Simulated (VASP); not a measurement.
Hg, 3 atoms in the cell. It takes space group P6_222 (No. 180, hexagonal). Conventional cell: a = 5.922 Å, b = 5.922 Å, c = 3.495 Å, α = 90.00°, β = 90.00°, γ = 120.00°. Within 4.2 Å of Hg (site symmetry 222) lie 10 Hg at 3.18 to 3.77 Å. 

- Program: VASP 6.6.1
- Task: relaxation of cell and atoms
- Functional: PBE
- Potentials or basis: VASP PAW PBE potentials, release 64 (Hg)
- Cutoff: 600 eV
- k mesh: 3 × 3 × 6
- Occupations: gaussian, width 0.1 eV
- Spin: no spin polarisation
- Dipole correction: no
- Further INCAR settings: ALGO = Normal; EDIFF = 1e-06; IBRION = 2; EDIFFG = -0.04; NSW = 90; ISIF = 3

Potentials or basis: VASP PAW PBE potentials, release 64 (Hg).

Run with:

```console
$ cat potpaw_PBE.64/Hg/POTCAR > POTCAR
$ mpirun -np 1 vasp_std > vasp.out
```

Hardware: 1 thread of Intel(R) Xeon(R) Platinum 8259CL CPU @ 2.50GHz (Skylake/Cascade Lake), on a shared host.

Task: Estimate the wall time of this run.

Result: Wall time 67 s on 1 thread of Intel(R) Xeon(R) Platinum 8259CL CPU @ 2.50GHz (Skylake/Cascade Lake) (shared host), peak memory 0.26 GiB. Counts: scf iterations 27, k points 12, ion steps 3.
